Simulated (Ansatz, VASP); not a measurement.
Ti in VASP and in Ansatz

INCAR

```
PREC = Accurate
ENCUT = 520
EDIFF = 1E-6
ISMEAR = -1
SIGMA = 0.05
LREAL = False
LASPH = True
NELM = 60
ALGO = Normal
ISIF = 2
LWAVE = False
LCHARG = True
LELF = True
LVHAR = True
NBANDS = 12
```

Contents of KPOINTS:

```
Automatic mesh
0
Gamma
  15 15 15
```

The input POSCAR:

```
Ti
1.0
    0.0609000000      2.0604500000      2.0604500000
    2.0604500000      0.0609000000      2.0604500000
    2.0604500000      2.0604500000      0.0609000000
Ti
1
Direct
    0.0000000000      0.0000000000      0.0000000000
```

Input for Ansatz:

```yaml
crystal:
  lattice:
    - [0.0609, 2.06045, 2.06045]
    - [2.06045, 0.0609, 2.06045]
    - [2.06045, 2.06045, 0.0609]
  atoms:
    - { symbol: Ti, position: [0.0, 0.0, 0.0] }
kpoints:
  mp_grid: { grid: [15, 15, 15] }
  band_path:
    path:
      - [0.0, 0.0, 0.0]
      - [0.5, 0.5, 0.5]
      - [0.2428775097, 0.5, 0.7571224903]
      - [-0.2428775097, 0.2428775097, 0.5]
      - [0.0, 0.0, 0.5]
      - [0.0, 0.0, 0.0]
      - [-0.3714387548, 0.0, 0.3714387548]
      - [0.0, 0.3714387548, 0.6285612452]
      - [0.0, 0.5, 0.5]
    npoints: 5
scf:
  occupations: { method: fermi_dirac, width: 0.05 }
hamiltonian:
  xc: lda
  pseudopotentials: { kind: all_electron, lapw: { basis_error: 0.00025 } }
output:
  forces: true
  stress: true
  eigenvalues: true
```

Change from the starting cell: equal xy, yz and zx shear strains of +3 %.

Alike in both runs: task single point; functional LDA; k mesh 15 × 15 × 15; occupations fermi-dirac, width 0.05 eV; no spin polarisation.

|  | VASP | Ansatz |
| --- | --- | --- |
| version | VASP 6.6.1 | Ansatz 0.2.0 |
| potentials or method | VASP PAW LDA potentials, release 64 (Ti_sv), cutoff 520 eV | all-electron LAPW, scalar-relativistic |

```csv
,VASP,Ansatz,Ansatz less VASP
pressure (GPa),-4.9,-4.8,+0.14
"traceless stress, the component that is largest in VASP (GPa)",-1.50,-1.51,-0.015
```

LDA's correlation is that of Perdew and Zunger in VASP and of Perdew and Wang (1992) in Ansatz. Ansatz ran all-electron here, and VASP with PAW potentials.
